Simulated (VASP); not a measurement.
# Sr in VASP: notebook, part 2 of 2

VASP 6.6.1. The steps go on from the part before.

### 4 Single point, r2SCAN (strain -0.030 along x and y, +0.000 along z)

POSCAR reads:

```
Sr
1.0
   -2.3522500000      2.3522500000      2.4250000000
    2.3522500000     -2.3522500000      2.4250000000
    2.3522500000      2.3522500000     -2.4250000000
Sr
1
Direct
    0.0000000000      0.0000000000      0.0000000000
```

INCAR.step1 reads:

```
PREC = Accurate
ENCUT = 520
ISMEAR = 0
SIGMA = 0.15
LREAL = F
LASPH = T
NELM = 100
NBANDS = 11
GGA = PE
ALGO = Normal
EDIFF = 1E-4
LWAVE = T
LCHARG = F
```

INCAR.step2 reads:

```
PREC = Accurate
ENCUT = 520
EDIFF = 1E-6
ISMEAR = 0
SIGMA = 0.15
LREAL = F
LASPH = T
NELM = 100
ALGO = Normal
ISIF = 2
LWAVE = F
LCHARG = F
METAGGA = R2SCAN
LMIXTAU = T
NBANDS = 11
ISTART = 1
```

KPOINTS reads:

```
Automatic mesh
0
Gamma
  14 14 14
```

Potentials or basis: VASP PAW PBE potentials, release 64 (Sr_sv).

Started as:

```console
$ cat potpaw_PBE.64/Sr_sv/POTCAR > POTCAR
$ cp INCAR.step1 INCAR
$ mpirun -np 1 vasp_std > vasp.out
$ cp INCAR.step2 INCAR
$ mpirun -np 1 vasp_std > vasp.out
```

OUTCAR:

```text
PREC = Accurate
   ENCUT = 520
   EDIFF = 1E-6
   ISMEAR = 0
   LREAL = F
   LASPH = T
   NELM = 100
   ISIF = 2
   METAGGA = R2SCAN
   ISTART = 1

 ion  position               nearest neighbor table
   1  0.000  0.000  0.000-

  LATTYP: Found a body centered tetragonal cell.
 ALAT       =     4.7045000000
 C/A-ratio  =     1.0309278351

  Lattice vectors:

 A1 = (  -2.3522500000,   2.3522500000,   2.4250000000)
 A2 = (   2.3522500000,  -2.3522500000,   2.4250000000)
 A3 = (   2.3522500000,   2.3522500000,  -2.4250000000)

Analysis of symmetry for initial positions (statically):
=====================================================================
 Subroutine PRICEL returns:
 Original cell was already a primitive cell.

 Routine SETGRP: Setting up the symmetry group for a
 body centered tetragonal supercell.

 Subroutine GETGRP returns: Found 16 space group operations
 (whereof 16 operations were pure point group operations)
 out of a pool of 16 trial point group operations.

The static configuration has the point symmetry D_4h.

[... 162 lines left out ...]
 fundamental gap:      0.0123949421
 Fermi energy:         1.7038898790

 k-point     1 :       0.0000    0.0000    0.0000
  band No.  band energies     occupation
      1     -36.2708      2.00000
      2     -17.5268      2.00000
      3     -17.5268      2.00000
      4     -17.5233      2.00000
      5      -2.1654      2.00000
      6       4.4221      0.00000
      7       4.4221      0.00000
      8       4.6063      0.00000
      9       5.7169      0.00000
     10       5.9801      0.00000
     11      10.1604      0.00000
[... 309 lines left out ...]
 k-point    24 :       0.2857    0.1429   -0.0000
  band No.  band energies     occupation
      1     -36.2549      2.00000
      2     -17.7032      2.00000
      3     -17.5939      2.00000
      4     -17.5373      2.00000
      5       0.0305      2.00000
      6       2.5261      0.00000
      7       3.2462      0.00000
      8       5.5472      0.00000
      9       6.1453      0.00000
     10       6.7674      0.00000
     11       8.6813      0.00000

 [... further k-points ...]

------------------------ aborting loop because EDIFF is reached ----------------------------------------

  FORCE on cell =-STRESS in cart. coord.  units (eV):
  Direction    XX          YY          ZZ          XY          YZ          ZX
  --------------------------------------------------------------------------------------
  -------------------------------------------------------------------------------------
  Total        0.1683246      0.1683246      0.1531869      0.0000000     -0.0000000      0.0000000
  in kB        5.0248071      5.0248071      4.5729195      0.0000000     -0.0000000      0.0000000
  external PRESSURE =       4.8741779 kB  Pullay stress =       0.0000000 kB

 VOLUME and BASIS-vectors are now :
 -----------------------------------------------------------------------------
  energy-cutoff  :      520.00
  volume of cell :       53.67
      direct lattice vectors                 reciprocal lattice vectors
    -2.352250000  2.352250000  2.425000000     0.000000000  0.212562440  0.206185567
     2.352250000 -2.352250000  2.425000000     0.212562440  0.000000000  0.206185567
     2.352250000  2.352250000 -2.425000000     0.212562440  0.212562440  0.000000000

 POSITION                                       TOTAL-FORCE (eV/Angst)
 -----------------------------------------------------------------------------------
      0.00000      0.00000      0.00000         0.000000     -0.000000      0.000000
 -----------------------------------------------------------------------------------
    total drift:                                0.000000      0.000000     -0.000000

  FREE ENERGIE OF THE ION-ELECTRON SYSTEM (eV)
  ---------------------------------------------------
  free  energy   TOTEN  =       -15.0931430359 eV

  energy  without entropy=      -15.0781997099  energy(sigma->0) =      -15.08567137
```

OUTCAR.step1:

```text
PREC = Accurate
   ENCUT = 520
   ISMEAR = 0
   LREAL = F
   LASPH = T
[... 552 lines left out ...]

 POSITION                                       TOTAL-FORCE (eV/Angst)
 -----------------------------------------------------------------------------------
      0.00000      0.00000      0.00000         0.000000     -0.000000      0.000000
 -----------------------------------------------------------------------------------
    total drift:                                0.000000      0.000000     -0.000000

  FREE ENERGIE OF THE ION-ELECTRON SYSTEM (eV)
  ---------------------------------------------------
  free  energy   TOTEN  =        -1.6378089121 eV

  energy  without entropy=       -1.6245903363  energy(sigma->0) =       -1.63119962
```

Wall time 8.3 min (1 thread of Oxide Virtual Turin-like, shared host); peak memory 0.25 GiB.

What came out:

| Property | Result |
| --- | --- |
| Free energy | -15.0931 eV |
| Pressure | 0.5 GPa |
| Band gap on the k mesh | zero (bands 5 and 6 overlap by 0.38 eV) |

Caveat: the cell differs from its parent crystal (strain -0.030 along x and y, +0.000 along z); the PAW data sets were made with another functional, which shifts forces and pressure a little.

### 5 Single point, r2SCAN (strain -0.015 along x and y, -0.030 along z)

POSCAR reads:

```
Sr
1.0
   -2.3886250000      2.3886250000      2.3522500000
    2.3886250000     -2.3886250000      2.3522500000
    2.3886250000      2.3886250000     -2.3522500000
Sr
1
Direct
    0.0000000000      0.0000000000      0.0000000000
```

INCAR.step1 reads:

```
PREC = Accurate
ENCUT = 520
ISMEAR = 0
SIGMA = 0.15
LREAL = False
LASPH = True
NELM = 60
NBANDS = 11
GGA = PE
ALGO = Normal
EDIFF = 1E-4
LWAVE = True
LCHARG = False
```

INCAR.step2 reads:

```
PREC = Accurate
ENCUT = 520
EDIFF = 1E-7
ISMEAR = 0
SIGMA = 0.15
LREAL = False
LASPH = True
NELM = 60
ALGO = Normal
ISIF = 2
LWAVE = False
LCHARG = False
METAGGA = R2SCAN
LMIXTAU = True
NBANDS = 11
ISTART = 1
```

KPOINTS is that of step 4.

Potentials or basis: VASP PAW PBE potentials, release 64 (Sr_sv).

Started as:

```console
$ cat potpaw_PBE.64/Sr_sv/POTCAR > POTCAR
$ cp INCAR.step1 INCAR
$ mpirun -np 1 vasp_std > vasp.out
$ cp INCAR.step2 INCAR
$ mpirun -np 1 vasp_std > vasp.out
```

OUTCAR:

```text
PREC = Accurate
   ENCUT = 520
   EDIFF = 1E-7
   ISMEAR = 0
   LREAL = False
   LASPH = True
   NELM = 60
   ISIF = 2
   METAGGA = R2SCAN
   ISTART = 1

 ion  position               nearest neighbor table
   1  0.000  0.000  0.000-

  LATTYP: Found a body centered tetragonal cell.
 ALAT       =     4.7772500000
 C/A-ratio  =     0.9847715736

  Lattice vectors:

 A1 = (  -2.3886250000,   2.3886250000,   2.3522500000)
 A2 = (   2.3886250000,  -2.3886250000,   2.3522500000)
 A3 = (   2.3886250000,   2.3886250000,  -2.3522500000)

Analysis of symmetry for initial positions (statically):
=====================================================================
 Subroutine PRICEL returns:
 Original cell was already a primitive cell.

 Routine SETGRP: Setting up the symmetry group for a
 body centered tetragonal supercell.

 Subroutine GETGRP returns: Found 16 space group operations
 (whereof 16 operations were pure point group operations)
 out of a pool of 16 trial point group operations.

The static configuration has the point symmetry D_4h.

Analysis of symmetry for dynamics (positions and initial velocities):
=====================================================================
 Subroutine PRICEL returns:
 Original cell was already a primitive cell.

 Routine SETGRP: Setting up the symmetry group for a
 body centered tetragonal supercell.

 Subroutine GETGRP returns: Found 16 space group operations
 (whereof 16 operations were pure point group operations)
 out of a pool of 16 trial point group operations.

The dynamic configuration has the point symmetry D_4h.

 Subroutine INISYM returns: Found 16 space group operations
 (whereof 16 operations are pure point group operations),
 and found     1 'primitive' translations

----------------------------------------------------------------------------------------

                                     Primitive cell

[... 112 lines left out ...]
   LORBIT       =      0    0 simple, 1 ext, 2 COOP (PROOUT), +10 PAW based schemes
   METAGGA = R2SCAN    functional components
   LHFCALC =     F    Hartree Fock is set to
   AEXX    =    0.0000 exact exchange contribution
   IVDW    =     0    specifies the selected vdW correction
   LEPSILON=     F    determine dielectric tensor
   LRPA    =     F    only Hartree local field effects (RPA)
 non-spin polarized calculation
 Gauss-broadening in eV      SIGMA  =   0.15
  energy-cutoff  :      520.00
  volume of cell :       53.68
 maximum number of plane-waves:      1465
   NGX = 15   NGY = 15   NGZ = 15

 number of electron      10.0000000 magnetization

 Free energy of the ion-electron system (eV)
  ---------------------------------------------------
  ext. energy  EPLUGINS =         0.00000000
  ---------------------------------------------------
  free energy    TOTEN  =       -15.09328899 eV

  energy without entropy =      -15.07839001  energy(sigma->0) =      -15.08583950

 E-fermi :   1.7035     XC(G=0):  -7.8607

 val. band max:        1.7009901221   @ k =  -0.4286  -0.4286   0.2143
 cond. band min:       1.7139260973   @ k =  -0.4286  -0.4286   0.2857
 fundamental gap:      0.0129359752
 Fermi energy:         1.7034554679

 k-point     1 :       0.0000    0.0000    0.0000
  band No.  band energies     occupation
      1     -36.2716      2.00000
      2     -17.5278      2.00000
      3     -17.5259      2.00000
      4     -17.5259      2.00000
      5      -2.1655      2.00000
      6       4.4161      0.00000
      7       4.5119      0.00000
      8       4.5119      0.00000
      9       5.7814      0.00000
     10       5.9182      0.00000
     11      10.2938      0.00000
[... 309 lines left out ...]
 k-point    24 :       0.2857    0.1429   -0.0000
  band No.  band energies     occupation
      1     -36.2554      2.00000
      2     -17.7064      2.00000
      3     -17.5936      2.00000
      4     -17.5421      2.00000
      5       0.0805      2.00000
      6       2.5370      0.00000
      7       3.1651      0.00000
      8       5.5461      0.00000
      9       6.3547      0.00000
     10       6.6695      0.00000
     11       8.6997      0.00000

 [... further k-points ...]

------------------------ aborting loop because EDIFF is reached ----------------------------------------

  FORCE on cell =-STRESS in cart. coord.  units (eV):
  Direction    XX          YY          ZZ          XY          YZ          ZX
  --------------------------------------------------------------------------------------
  -------------------------------------------------------------------------------------
  Total        0.1552159      0.1552159      0.1680955      0.0000000      0.0000000      0.0000000
  in kB        4.6324129      4.6324129      5.0168063      0.0000000      0.0000000      0.0000000
  external PRESSURE =       4.7605441 kB  Pullay stress =       0.0000000 kB

 VOLUME and BASIS-vectors are now :
 -----------------------------------------------------------------------------
  energy-cutoff  :      520.00
  volume of cell :       53.68
      direct lattice vectors                 reciprocal lattice vectors
    -2.388625000  2.388625000  2.352250000     0.000000000  0.209325449  0.212562440
     2.388625000 -2.388625000  2.352250000     0.209325449  0.000000000  0.212562440
     2.388625000  2.388625000 -2.352250000     0.209325449  0.209325449  0.000000000

 POSITION                                       TOTAL-FORCE (eV/Angst)
 -----------------------------------------------------------------------------------
      0.00000      0.00000      0.00000         0.000000      0.000000      0.000000
 -----------------------------------------------------------------------------------
    total drift:                                0.000000      0.000000     -0.000000

  FREE ENERGIE OF THE ION-ELECTRON SYSTEM (eV)
  ---------------------------------------------------
  free  energy   TOTEN  =       -15.0932889947 eV

  energy  without entropy=      -15.0783900078  energy(sigma->0) =      -15.08583950
```

OUTCAR.step1:

```text
PREC = Accurate
   ENCUT = 520
   ISMEAR = 0
   LREAL = False
   LASPH = True
   NELM = 60
[... 551 lines left out ...]

 POSITION                                       TOTAL-FORCE (eV/Angst)
 -----------------------------------------------------------------------------------
      0.00000      0.00000      0.00000         0.000000     -0.000000     -0.000000
 -----------------------------------------------------------------------------------
    total drift:                                0.000000      0.000000     -0.000000

  FREE ENERGIE OF THE ION-ELECTRON SYSTEM (eV)
  ---------------------------------------------------
  free  energy   TOTEN  =        -1.6379551192 eV

  energy  without entropy=       -1.6247967491  energy(sigma->0) =       -1.63137593
```

OSZICAR.step1:

```text
N       E                     dE             d eps       ncg     rms          rms(c)
DAV:   1     0.357032064465E+02    0.35703E+02   -0.48275E+03  5368   0.789E+02
DAV:   2     0.276114370662E-01   -0.35676E+02   -0.35088E+02  6341   0.152E+02
DAV:   3    -0.155470344370E+01   -0.15823E+01   -0.15636E+01  7890   0.235E+01
DAV:   4    -0.163336484842E+01   -0.78661E-01   -0.78524E-01  7221   0.476E+00
DAV:   5    -0.163493956921E+01   -0.15747E-02   -0.15746E-02  7608   0.549E-01    0.110E+01
DAV:   6    -0.163636709393E+01   -0.14275E-02   -0.67773E-03  6525   0.919E-01    0.622E+00
DAV:   7    -0.163784810215E+01   -0.14810E-02   -0.11731E-02  6069   0.120E+00    0.283E-01
DAV:   8    -0.163793510848E+01   -0.87006E-04   -0.13929E-03  8599   0.213E-01    0.657E-02
DAV:   9    -0.163795511923E+01   -0.20011E-04   -0.10306E-05  3908   0.316E-02
   1 F= -.16379551E+01 E0= -.16313759E+01  d E =-.131584E-01
```

Run time: 8.3 min. Hardware: 1 thread of Oxide Virtual Turin-like, shared host; peak memory 0.25 GiB.

Results:

| Quantity | Value |
| --- | --- |
| Free energy | -15.0933 eV |
| Pressure | 0.5 GPa |
| Band gap on the k mesh | zero (bands 5 and 6 overlap by 0.41 eV) |

Levels at points of the mesh, in eV from the Fermi level:
| k point | band 3 | band 4 | band 5 | band 6 | band 7 | band 8 |
| --- | --- | --- | --- | --- | --- | --- |
| (0.00, 0.00, 0.00) | -19.23 | -19.23 | -3.87 | 2.71 | 2.81 | 2.81 |
| (0.50, 0.00, 0.00) | -19.30 | -19.23 | -0.96 | 0.18 | 1.43 | 4.05 |
| (0.50, 0.50, 0.00) | -19.30 | -19.23 | -0.99 | 0.13 | 1.54 | 3.94 |
| (0.50, 0.50, 0.50) | -19.39 | -19.38 | -0.17 | -0.13 | 3.91 | 3.91 |

Caveat: the cell differs from its parent crystal (strain -0.015 along x and y, -0.030 along z); the PAW data sets were made with another functional, which shifts forces and pressure a little.

### 6 The runs side by side

| cell | gap on the mesh (eV) | pressure (GPa) |
| --- | --- | --- |
| a = 4.326 Å, angles 109.5°, 1 atom | none | -1.0 |
| a = 4.095 Å, angles 109.9, 109.9, 108.6°, 1 atom | none | 0.7 |
| a = 4.117 Å, angles 110.3, 110.3, 107.8°, 1 atom | none | 0.5 |
| a = 4.116 Å, angles 109.1, 109.1, 110.3°, 1 atom | none | 0.5 |

Alike in all rows: task single point; level r2SCAN; potentials or basis VASP PAW PBE potentials, release 64 (Sr_sv); no spin polarisation; k mesh 14 × 14 × 14; cutoff (eV) 520; smearing gaussian 0.15 eV.

Caveats: the PAW data sets were made with another functional, which shifts forces and pressure a little.

Total energies depend on the potentials used, so only differences within one code and one set of settings carry meaning.
